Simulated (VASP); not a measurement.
# N in VASP: further runs, part 2 of 2

VASP 6.6.1. Earlier steps stand in the parts before.

## Step 4: Single point, PBE

INCAR reads:

```
SYSTEM = N
PREC     = Accurate       ! precision mode
ENCUT    = 520            ! plane-wave cutoff, eV
EDIFF    = 1E-6           ! SCF threshold, eV
ISMEAR   = 0              ! smearing method
SIGMA    = 0.05           ! smearing width, eV
LREAL    = .FALSE.        ! projectors in reciprocal space
LASPH    = .TRUE.         ! aspherical terms in the spheres
NELM     = 60             ! most SCF steps
ALGO     = Normal         ! electronic algorithm
ISIF     = 2              ! what is computed and relaxed
LWAVE    = .FALSE.        ! write WAVECAR
LCHARG   = .FALSE.        ! write CHGCAR
GGA      = PE             ! functional
NBANDS   = 12             ! bands
```

KPOINTS reads:

```
regular mesh
0
G
  9 9 8
  0 0 0
```

POSCAR reads:

```
N
1.0
    2.5194737886      0.0000000000      0.0000000000
   -1.2597368943      2.1819283051      0.0000000000
    0.0000000000      0.0000000000      2.4460020000
N
2
Direct
    0.3289840000      0.6602320000      0.7360610000
    0.6716180000      0.3329040000      0.2585870000
```

Command:

```console
cat potpaw_PBE.64/N/POTCAR > POTCAR
mpirun -np 1 vasp_std > vasp.out
```

It took 39 s on 1 thread of Intel Xeon 8259CL, shared host; peak memory 0.15 GiB.

It converged, with:

```yaml
Free_energy: -9.4683 eV
Pressure: 9.1 GPa
Largest_force: 2.001 eV/Å
Band_gap_on_the_k_mesh: zero (bands 5 and 6 overlap by 4.21 eV)
```

Forces on the atoms (eV/Å):
```
N   -0.149 -0.111 -1.992
N    0.149  0.111  1.992
```

Stress tensor (GPa, compression positive):
```
 8.89 -2.22 -0.29
-2.22 12.72 -0.37
-0.29 -0.37  5.62
```

Levels at points of the mesh, in eV from the Fermi level:
```
           k point  band 1  band 2  band 3  band 4  band 5  band 6  band 7  band 8  band 9  band 10
(0.00, 0.00, 0.00)  -22.11   -5.77   -4.79   -2.55   -2.28    2.61    2.97    6.03   14.70    18.08
(0.00, 0.00, 0.50)  -17.66  -16.65    0.13    0.23    0.87    0.89    2.01    2.07   21.66    21.71
```

Caveat: the cell stands under pressure; forces of over 1 eV/Å act on the atoms, so gaps and moduli don't describe the material at rest.

## Step 5: Single point, PBEsol

INCAR reads:

```
SYSTEM = N
ALGO = Normal ; EDIFF = 1E-6
ENCUT = 520 ; GGA = PS
ISIF = 2 ; ISMEAR = 0
LASPH = .TRUE. ; LCHARG = .FALSE.
LREAL = .FALSE. ; LWAVE = .FALSE.
NBANDS = 12 ; NELM = 100
PREC = Accurate ; SIGMA = 0.1
```

KPOINTS reads:

```
k-points
0
G
  20 20 18
  0 0 0
```

POSCAR reads:

```
N
1.0
    2.5194737886      0.0000000000      0.0000000000
   -1.2597368943      2.1819283051      0.0000000000
    0.0000000000      0.0000000000      2.4460020000
N
2
Direct
    0.3333333333      0.6666666667      0.7500000000
    0.6666666667      0.3333333333      0.2500000000
```

Command:

```console
cat potpaw_PBE.64/N/POTCAR > POTCAR
mpirun -np 1 vasp_std > vasp.out
```

It took 59 s on 1 thread of Intel Xeon 8259CL, shared host; peak memory 0.16 GiB.

It converged, with:

| Item | Value |
| --- | --- |
| Free energy | -10.4596 eV |
| Pressure | -0.7 GPa |
| Band gap on the k mesh | zero (bands 5 and 6 overlap by 5.06 eV) |

Stress tensor (GPa, compression positive):
```
 3.29  0.00  0.00
 0.00  3.29  0.00
 0.00  0.00 -8.69
```

Levels at points of the mesh, in eV from the Fermi level:
```tsv
k point	band 2	band 3	band 4	band 5	band 6	band 7	band 8	band 9
(0.00, 0.00, 0.00)	-5.63	-4.85	-2.38	-2.38	2.81	2.81	6.15	14.29
(0.50, 0.00, 0.00)	-14.52	-5.04	-2.26	-1.54	1.69	2.71	5.10	13.37
(0.00, 0.00, 0.50)	-17.16	0.57	0.57	0.57	0.57	2.08	2.08	21.41
(0.50, 0.00, 0.50)	-13.29	-8.70	-8.70	-0.81	-0.81	3.99	3.99	19.07
```

Caveat: the PAW data sets were made with another functional, which shifts forces and pressure a little.

## Step 6: Single point, PBE

INCAR reads:

```
SYSTEM = N
ALGO = Normal
EDIFF = 1E-6
ENCUT = 520
GGA = PE
ISIF = 2
ISMEAR = -1
LASPH = .True.
LCHARG = .False.
LREAL = .False.
LWAVE = .False.
NBANDS = 12
NELM = 60
PREC = Accurate
SIGMA = 0.1
```

KPOINTS reads:

```
k-points
0
Gamma
  20 20 18
  0 0 0
```

POSCAR is that of step 5.

Potentials or basis: VASP PAW PBE potentials, release 64 (N).

Command:

```console
cat potpaw_PBE.64/N/POTCAR > POTCAR
mpirun -np 1 vasp_std > vasp.out
```

OUTCAR:

```text
SYSTEM = N
   EDIFF = 1E-6
   ENCUT = 520
   GGA = PE
   ISIF = 2
   ISMEAR = -1
   LASPH = .True.
   LREAL = .False.
   NELM = 60
   PREC = Accurate

 ion  position               nearest neighbor table
   1  0.333  0.667  0.750-
   2  0.667  0.333  0.250-

  LATTYP: Found a hexagonal cell.
 ALAT       =     2.5194737886
 C/A-ratio  =     0.9708384390

  Lattice vectors:

 A1 = (   2.5194737886,   0.0000000000,   0.0000000000)
 A2 = (  -1.2597368943,   2.1819283051,   0.0000000000)
 A3 = (   0.0000000000,   0.0000000000,   2.4460020000)

Analysis of symmetry for initial positions (statically):
=====================================================================
 Subroutine PRICEL returns:
 Original cell was already a primitive cell.

 Routine SETGRP: Setting up the symmetry group for a
 hexagonal supercell.

 Subroutine GETGRP returns: Found 24 space group operations
 (whereof 12 operations were pure point group operations)
 out of a pool of 24 trial point group operations.

The static configuration has the point symmetry D_3d.
 The point group associated with its full space group is D_6h.
[... 173 lines left out ...]
      3       2.2487      2.00000
      4       4.6783      2.00000
      5       4.6783      2.00000
      6       9.8545      0.00000
      7       9.8546      0.00000
      8      13.1786      0.00000
      9      21.6486      0.00000
     10      25.1642      0.00000
     11      32.4390      0.00000
     12      32.4390      0.00000
[... 331 lines left out ...]
 k-point    24 :       0.2500    0.1000    0.0000
  band No.  band energies     occupation
      1     -12.7454      2.00000
      2      -3.8642      2.00000
      3       1.7886      2.00000
      4       4.0379      2.00000
      5       5.5777      2.00000
      6       9.6522      0.00000
      7      10.5942      0.00000
      8      11.5000      0.00000
      9      22.6956      0.00000
     10      26.4178      0.00000
     11      34.2350      0.00000
     12      35.1167      0.00000

 [... further k-points ...]

------------------------ aborting loop because EDIFF is reached ----------------------------------------

  FORCE on cell =-STRESS in cart. coord.  units (eV):
  Direction    XX          YY          ZZ          XY          YZ          ZX
  --------------------------------------------------------------------------------------
  -------------------------------------------------------------------------------------
  Total        1.1836569      1.1836569      0.1799094      0.0000000      0.0000000     -0.0000000
  in kB      141.0357702    141.0357702     21.4366650      0.0000000      0.0000000     -0.0000000
  external PRESSURE =     101.1694018 kB  Pullay stress =       0.0000000 kB

 VOLUME and BASIS-vectors are now :
 -----------------------------------------------------------------------------
  energy-cutoff  :      520.00
  volume of cell :       13.45
      direct lattice vectors                 reciprocal lattice vectors
     2.519473789  0.000000000  0.000000000     0.396908277  0.229155100  0.000000000
    -1.259736894  2.181928305  0.000000000     0.000000000  0.458310201  0.000000000
     0.000000000  0.000000000  2.446002000     0.000000000  0.000000000  0.408830410

 POSITION                                       TOTAL-FORCE (eV/Angst)
 -----------------------------------------------------------------------------------
     -0.00000      1.45462      1.83450        -0.000000     -0.000000      0.000000
      1.25974      0.72731      0.61150         0.000000      0.000000      0.000000
 -----------------------------------------------------------------------------------
    total drift:                               -0.000000      0.000000      0.000000

  FREE ENERGIE OF THE ION-ELECTRON SYSTEM (eV)
  ---------------------------------------------------
  free  energy   TOTEN  =        -9.4179543958 eV

  energy  without entropy=       -9.3941983285  energy(sigma->0) =       -9.40607636
```

OSZICAR:

```text
N       E                     dE             d eps       ncg     rms          rms(c)
DAV:   1     0.240222522474E+02    0.24022E+02   -0.60020E+03 10964   0.816E+02
DAV:   2    -0.864781828189E+01   -0.32670E+02   -0.31121E+02 13560   0.178E+02
DAV:   3    -0.940576777411E+01   -0.75795E+00   -0.74994E+00 12968   0.232E+01
DAV:   4    -0.940717367950E+01   -0.14059E-02   -0.14058E-02 11640   0.109E+00
DAV:   5    -0.940717507101E+01   -0.13915E-05   -0.13918E-05 13004   0.353E-02    0.219E+00
DAV:   6    -0.941241343695E+01   -0.52384E-02   -0.24969E-03 11728   0.444E-01    0.134E+00
DAV:   7    -0.941787429217E+01   -0.54609E-02   -0.57752E-03 12072   0.688E-01    0.623E-02
DAV:   8    -0.941794670717E+01   -0.72415E-04   -0.68191E-05 12092   0.786E-02    0.279E-02
DAV:   9    -0.941795440605E+01   -0.76989E-05   -0.76168E-06 11964   0.266E-02    0.546E-03
DAV:  10    -0.941795439576E+01    0.10295E-07   -0.15434E-06 10436   0.111E-02
   1 F= -.94179544E+01 E0= -.94060764E+01  d E =-.237561E-01
```

It took 43 s on 1 thread of Intel Xeon 8259CL, shared host; peak memory 0.16 GiB.

Results:

| Property | Result |
| --- | --- |
| Free energy | -9.4180 eV |
| Pressure | 10.1 GPa |
| Band gap on the k mesh | zero (bands 5 and 6 overlap by 4.94 eV) |

Stress tensor (GPa, compression positive):
```
14.10  0.00  0.00
 0.00 14.10  0.00
 0.00  0.00  2.14
```

Levels at points of the mesh, in eV from the Fermi level:
```tsv
k point	band 1	band 2	band 3	band 4	band 5	band 6	band 7	band 8	band 9	band 10
(0.00, 0.00, 0.00)	-22.07	-5.77	-4.80	-2.37	-2.37	2.81	2.81	6.13	14.60	18.12
(0.50, 0.00, 0.00)	-17.46	-14.49	-5.00	-2.27	-1.51	1.70	2.70	5.07	13.67	24.10
(0.00, 0.00, 0.50)	-17.13	-17.13	0.56	0.56	0.56	0.56	2.05	2.05	21.71	21.71
(0.50, 0.00, 0.50)	-13.34	-13.34	-8.60	-8.60	-0.79	-0.79	4.02	4.02	19.33	19.33
```

Caveat: the cell stands under pressure.

## Step 7: Overview

```csv
level,cell,k mesh,smearing,gap on the mesh (eV),pressure (GPa)
PBEsol,"as given, atomic positions A",16 × 16 × 15,gaussian 0.1 eV,none,-0.8
PBE,"as given, atomic positions A",16 × 16 × 15,fermi-dirac 0.1 eV,none,10.1
PBE,"as given, atomic positions B",9 × 9 × 8,gaussian 0.05 eV,none,9.1
PBEsol,"as given, atomic positions A",20 × 20 × 18,gaussian 0.1 eV,none,-0.7
PBE,"as given, atomic positions A",20 × 20 × 18,fermi-dirac 0.1 eV,none,10.1
```

Alike in all rows: task single point; potentials or basis VASP PAW PBE potentials, release 64 (N); no spin polarisation; cutoff (eV) 520.

The pressure there spans -0.8 GPa (PBEsol) to 10.1 GPa (PBE); a positive pressure means that this level wants a larger cell, a negative one a smaller.

Caveats: the cell stands under pressure (at least some runs); the PAW data sets were made with another functional, which shifts forces and pressure a little (at least some runs); forces of over 1 eV/Å act on the atoms, so gaps and moduli don't describe the material at rest (at least some runs).

Absolute energies hang on the potentials; compare differences alone.
